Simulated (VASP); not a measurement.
# LiH (Fm-3m) in VASP: further runs, part 2 of 2

VASP 6.6.1. Earlier steps stand in the parts before.

### Step 4. Relaxation of cell and atoms, r2SCAN

Input file POSCAR:

```
LiH
1.0
    0.0000000000      2.0029948666      2.0029948666
    2.0029948666      0.0000000000      2.0029948666
    2.0029948666      2.0029948666      0.0000000000
Li H
1 1
Direct
    0.0000000000      0.0000000000      0.0000000000
    0.5000000000      0.5000000000      0.5000000000
```

Input file INCAR.step1:

```
SYSTEM = LiH
PREC = Accurate
ENCUT = 600
ISMEAR = -1
SIGMA = 0.02
LREAL = .FALSE.
LASPH = .TRUE.
NELM = 80
GGA = PE
ALGO = Normal
EDIFF = 1E-4
LWAVE = .TRUE.
LCHARG = .FALSE.
```

Input file INCAR.step2:

```
SYSTEM = LiH
PREC = Accurate
ENCUT = 600
EDIFF = 1E-6
ISMEAR = -1
SIGMA = 0.02
LREAL = .FALSE.
LASPH = .TRUE.
NELM = 80
ALGO = Normal
ISIF = 3
LWAVE = .FALSE.
LCHARG = .FALSE.
METAGGA = R2SCAN
LMIXTAU = .TRUE.
IBRION = 2
NSW = 80
EDIFFG = -0.005
ISTART = 1
```

Input file KPOINTS:

```
Automatic mesh
0
G
  10 10 10
  0 0 0
```

On the command line:

```console
$ cat potpaw_PBE.64/Li_sv/POTCAR potpaw_PBE.64/H/POTCAR > POTCAR
$ cp INCAR.step1 INCAR
$ mpirun -np 1 vasp_std > vasp.out
$ cp INCAR.step2 INCAR
$ mpirun -np 1 vasp_std > vasp.out
```

Wall time 49 s (1 thread of Intel Xeon Platinum 8259CL at 2.50GHz (Skylake/Cascade Lake), shared host); peak memory 0.13 GiB.

Results (log left out):

```
Free energy                           : -6.8202 eV
Relaxed volume                        : 7.95 Å³/atom
Relaxed cell                          : a = 2.822 Å, b = 2.822 Å, c = 2.822 Å, α = 60.00°, β = 60.00°, γ = 60.00°
Space group after relaxing (to 0.1 Å) : Fm-3m (No. 225)
Energy gained by relaxing             : 0.1 meV/atom
Ionic steps                           : 3
Pressure after relaxing               : 0.0 GPa
Band gap on the k mesh                : 3.57 eV
```

The path:
| step | energy change (eV) | largest force (eV/Å) | pressure (GPa) | volume (Å³) |
| --- | --- | --- | --- | --- |
| 1 | 0.0000 | 0.0000 | -0.40 | 16.07 |
| 2 | -0.0001 | 0.0000 | -0.29 | 16.03 |
| 3 | -0.0002 | 0.0000 | 0.02 | 15.90 |

Final structure:
```cif
data_structure
_symmetry_space_group_name_H-M 'P 1'
_symmetry_Int_Tables_number 1
_cell_length_a 2.8225
_cell_length_b 2.8225
_cell_length_c 2.8225
_cell_angle_alpha 60.000
_cell_angle_beta 60.000
_cell_angle_gamma 60.000
_cell_volume 15.90
loop_
_atom_site_label
_atom_site_type_symbol
_atom_site_fract_x
_atom_site_fract_y
_atom_site_fract_z
_atom_site_occupancy
Li1 Li 0.00000 0.00000 0.00000 1
H1 H 0.50000 0.50000 0.50000 1
```

Levels at points of the mesh, in eV from the valence-band top:
```csv
k point,band 1,band 2,band 3,band 4,band 5,band 6
"(0.00, 0.00, 0.00)",-45.72,-5.49,17.80,19.52,19.52,19.52
"(0.50, 0.00, 0.00)",-45.67,-2.68,5.71,15.05,18.27,18.27
"(0.50, 0.50, 0.00)",-45.66,0.00,3.57,11.80,11.80,15.12
```

Caveat: the cutoff is under 1.25 times the usual one of these potentials, so pressure, stress and relaxed cells hold a basis-set (Pulay) error; the PAW data sets were made with another functional, which shifts forces and pressure a little. A k mesh can miss the band edges.

### Step 5. Single point, HSE06

POSCAR is that of step 4.

Input file INCAR.step1:

```
ALGO = Normal ; EDIFF = 1E-5
ENCUT = 520 ; GGA = PE
ISIF = 2 ; ISMEAR = 0
LASPH = T ; LCHARG = F
LREAL = F ; LWAVE = T
NBANDS = 9 ; NELM = 100
PREC = Accurate ; SIGMA = 0.01
```

Input file INCAR.step2:

```
ALGO = Normal ; EDIFF = 1E-6
ENCUT = 520 ; GGA = PE
HFSCREEN = 0.2079 ; ISIF = 2
ISMEAR = 0 ; ISTART = 1
LASPH = T ; LCHARG = F
LHFCALC = T ; LREAL = F
LWAVE = F ; NBANDS = 9
NELM = 100 ; PREC = Accurate
PRECFOCK = Normal ; SIGMA = 0.01
```

Input file KPOINTS:

```
k-points
0
Gamma
  8 8 8
```

Potentials or basis: VASP PAW PBE potentials, release 64 (Li_sv, H).

On the command line:

```console
$ cat potpaw_PBE.64/Li_sv/POTCAR potpaw_PBE.64/H/POTCAR > POTCAR
$ cp INCAR.step1 INCAR
$ mpirun -np 1 vasp_std > vasp.out
$ cp INCAR.step2 INCAR
$ mpirun -np 1 vasp_std > vasp.out
```

OUTCAR:

```text
EDIFF = 1E-6
   ENCUT = 520
   GGA = PE
   HFSCREEN = 0.2079
   ISIF = 2
   ISMEAR = 0
   ISTART = 1
   LASPH = T
   LHFCALC = T
   LREAL = F
   NELM = 100
   PREC = Accurate
   PRECFOCK = Normal

 ion  position               nearest neighbor table
   1  0.000  0.000  0.000-
   2  0.500  0.500  0.500-

  LATTYP: Found a face centered cubic cell.
 ALAT       =     4.0059897332

  Lattice vectors:

 A1 = (   0.0000000000,   2.0029948666,   2.0029948666)
 A2 = (   2.0029948666,   0.0000000000,   2.0029948666)
 A3 = (   2.0029948666,   2.0029948666,   0.0000000000)

Analysis of symmetry for initial positions (statically):
=====================================================================
 Subroutine PRICEL returns:
 Original cell was already a primitive cell.

 Routine SETGRP: Setting up the symmetry group for a
 face centered cubic supercell.

 Subroutine GETGRP returns: Found 48 space group operations
 (whereof 48 operations were pure point group operations)
 out of a pool of 48 trial point group operations.

[... 175 lines left out ...]
 fundamental gap:      3.9688388710
 Fermi energy:        -0.3353471619

 k-point     1 :       0.0000    0.0000    0.0000
  band No.  band energies     occupation
      1     -47.8771      2.00000
      2      -6.6725      2.00000
      3      17.3804      0.00000
      4      18.8943      0.00000
      5      18.8943      0.00000
      6      18.8944      0.00000
      7      23.5052      0.00000
      8      23.5052      0.00000
      9      23.5052      0.00000
[... 265 lines left out ...]
 k-point    24 :      -0.3750    0.2500    0.1250
  band No.  band energies     occupation
      1     -47.8185      2.00000
      2      -2.4462      2.00000
      3       5.5739      0.00000
      4       9.5591      0.00000
      5      14.1574      0.00000
      6      17.4285      0.00000
      7      24.1086      0.00000
      8      27.2318      0.00000
      9      28.3586      0.00000

 [... further k-points ...]

------------------------ aborting loop because EDIFF is reached ----------------------------------------

  FORCE on cell =-STRESS in cart. coord.  units (eV):
  Direction    XX          YY          ZZ          XY          YZ          ZX
  --------------------------------------------------------------------------------------
  -------------------------------------------------------------------------------------
  Total       -0.0704102     -0.0704102     -0.0704102     -0.0000000      0.0000000     -0.0000000
  in kB       -7.0190268     -7.0190268     -7.0190268     -0.0000000      0.0000000     -0.0000000
  external PRESSURE =      -7.0190268 kB  Pullay stress =       0.0000000 kB

 VOLUME and BASIS-vectors are now :
 -----------------------------------------------------------------------------
  energy-cutoff  :      520.00
  volume of cell :       16.07
      direct lattice vectors                 reciprocal lattice vectors
     0.000000000  2.002994867  2.002994867    -0.249626201  0.249626201  0.249626201
     2.002994867  0.000000000  2.002994867     0.249626201 -0.249626201  0.249626201
     2.002994867  2.002994867  0.000000000     0.249626201  0.249626201 -0.249626201

 POSITION                                       TOTAL-FORCE (eV/Angst)
 -----------------------------------------------------------------------------------
      0.00000      0.00000      0.00000        -0.000000     -0.000000     -0.000000
      2.00299      2.00299      2.00299         0.000000      0.000000      0.000000
 -----------------------------------------------------------------------------------
    total drift:                               -0.000000     -0.000000     -0.000000

  FREE ENERGIE OF THE ION-ELECTRON SYSTEM (eV)
  ---------------------------------------------------
  free  energy   TOTEN  =        -6.7865095721 eV

  energy  without entropy=       -6.7865095721  energy(sigma->0) =       -6.78650957
```

OSZICAR.step1:

```text
N       E                     dE             d eps       ncg     rms          rms(c)
DAV:   1    -0.160177357147E+01   -0.16018E+01   -0.14930E+03   530   0.397E+02
DAV:   2    -0.631556020272E+01   -0.47138E+01   -0.46892E+01   742   0.554E+01
DAV:   3    -0.636932181120E+01   -0.53762E-01   -0.53752E-01   669   0.516E+00
DAV:   4    -0.636966092497E+01   -0.33911E-03   -0.33910E-03   718   0.286E-01
DAV:   5    -0.636966175287E+01   -0.82790E-06   -0.82793E-06   669   0.106E-02    0.288E+00
DAV:   6    -0.618663776172E+01    0.18302E+00   -0.14873E-01   567   0.120E+00    0.144E+00
DAV:   7    -0.612520374175E+01    0.61434E-01   -0.19302E-01   601   0.154E+00    0.220E-01
DAV:   8    -0.612699375994E+01   -0.17900E-02   -0.42959E-03   612   0.429E-01    0.439E-02
DAV:   9    -0.612692509618E+01    0.68664E-04   -0.16004E-04   645   0.491E-02    0.648E-03
DAV:  10    -0.612691929916E+01    0.57970E-05   -0.62945E-06   477   0.181E-02
   1 F= -.61269193E+01 E0= -.61269193E+01  d E =-.312657E-15
```

Wall time 2.9 min (1 thread of Intel Xeon Platinum 8259CL at 2.50GHz (Skylake/Cascade Lake), shared host); peak memory 0.24 GiB.

What came out:

* Free energy: -6.7865 eV
* Band gap on the k mesh: 3.97 eV

Levels at points of the mesh, in eV from the valence-band top:
```tsv
k point	band 1	band 2	band 3	band 4	band 5	band 6	band 7
(0.00, 0.00, 0.00)	-47.29	-6.08	17.97	19.49	19.49	19.49	24.10
(0.50, 0.00, 0.00)	-47.23	-2.88	5.97	15.27	18.03	18.03	20.63
(0.50, 0.50, 0.00)	-47.22	0.00	3.97	12.18	12.18	15.29	18.96
```

Caveat: the cutoff is under 1.25 times the usual one of these potentials, so pressure, stress and relaxed cells hold a basis-set (Pulay) error; the PAW data sets were made with another functional, which shifts forces and pressure a little. A k mesh can miss the band edges.

### Step 6. Single point, PBE0

POSCAR is that of step 5.

Input file INCAR.step1:

```
ALGO     = Normal         # electronic algorithm
EDIFF    = 1E-5           # SCF threshold, eV
ENCUT    = 520            # plane-wave cutoff, eV
GGA      = PE             # functional
ISIF     = 2              # what is computed and relaxed
ISMEAR   = 0              # smearing method
LASPH    = True           # aspherical terms in the spheres
LREAL    = False          # projectors in reciprocal space
LWAVE    = True           # write WAVECAR
NBANDS   = 9              # bands
NELM     = 60             # most SCF steps
PREC     = Accurate       # precision mode
SIGMA    = 0.01           # smearing width, eV
```

Input file INCAR.step2:

```
AEXX     = 0.25           # exact-exchange fraction
ALGO     = Normal         # electronic algorithm
EDIFF    = 1E-7           # SCF threshold, eV
ENCUT    = 520            # plane-wave cutoff, eV
GGA      = PE             # functional
ISIF     = 2              # what is computed and relaxed
ISMEAR   = 0              # smearing method
ISTART   = 1            
LASPH    = True           # aspherical terms in the spheres
LCHARG   = True           # write CHGCAR
LELF     = True           # ELF
LHFCALC  = True           # exact exchange
LREAL    = False          # projectors in reciprocal space
LVHAR    = True         
LWAVE    = False          # write WAVECAR
NBANDS   = 9              # bands
NELM     = 60             # most SCF steps
PREC     = Accurate       # precision mode
PRECFOCK = Normal       
SIGMA    = 0.01           # smearing width, eV
```

KPOINTS is that of step 5.

Potentials or basis: VASP PAW PBE potentials, release 64 (Li_sv, H).

On the command line:

```console
$ cat potpaw_PBE.64/Li_sv/POTCAR potpaw_PBE.64/H/POTCAR > POTCAR
$ cp INCAR.step1 INCAR
$ mpirun -np 1 vasp_std > vasp.out
$ cp INCAR.step2 INCAR
$ mpirun -np 1 vasp_std > vasp.out
```

Wall time 3.8 min (1 thread of Intel Xeon Platinum 8259CL at 2.50GHz (Skylake/Cascade Lake), shared host); peak memory 0.14 GiB.

Results (log left out):

| Quantity | Value |
| --- | --- |
| Free energy | -7.1370 eV |
| Band gap on the k mesh | 4.67 eV |

Levels at points of the mesh, in eV from the valence-band top:
```
           k point  band 1  band 2  band 3  band 4  band 5  band 6  band 7
(0.00, 0.00, 0.00)  -47.34   -6.15   18.72   20.26   20.26   20.26   24.85
(0.50, 0.00, 0.00)  -47.29   -2.92    6.70   16.02   18.80   18.80   21.41
(0.50, 0.50, 0.00)  -47.28    0.00    4.67   12.94   12.94   16.02   19.72
```

Caveat: the cutoff is under 1.25 times the usual one of these potentials, so pressure, stress and relaxed cells hold a basis-set (Pulay) error; the PAW data sets were made with another functional, which shifts forces and pressure a little.

### Step 7. The runs side by side

| task | level | cell | k mesh | cutoff (eV) | smearing | grid for exact exchange (PRECFOCK) | share of exact exchange | screening parameter | gap on the mesh (eV) |
| --- | --- | --- | --- | --- | --- | --- | --- | --- | --- |
| single point | r2SCAN | as given | 10 × 10 × 10 | 520 | fermi-dirac 0.02 eV | - | - | - | 3.58 |
| single point | r2SCAN | as given | 10 × 10 × 10 | 520 | gaussian 0.01 eV | - | - | - | 3.58 |
| relaxation of cell and atoms | r2SCAN | relaxed | 10 × 10 × 10 | 600 | fermi-dirac 0.02 eV | - | - | - | 3.57 |
| single point | HSE06 | as given | 8 × 8 × 8 | 520 | gaussian 0.01 eV | Normal | 0.25 | 0.2079 1/Å | 3.97 |
| single point | PBE0 | as given | 8 × 8 × 8 | 520 | gaussian 0.01 eV | Normal | 0.25 | - | 4.67 |

Alike in all rows: potentials or basis VASP PAW PBE potentials, release 64 (Li_sv, H); no spin polarisation.

On the cell as given the gap runs from 3.58 eV (r2SCAN) to 4.67 eV (PBE0); the meshes differ, which moves gaps too.

Caveats: the cutoff is under 1.25 times the usual one of these potentials, so pressure, stress and relaxed cells hold a basis-set (Pulay) error; the PAW data sets were made with another functional, which shifts forces and pressure a little.

Absolute energies hang on the potentials; compare differences alone.
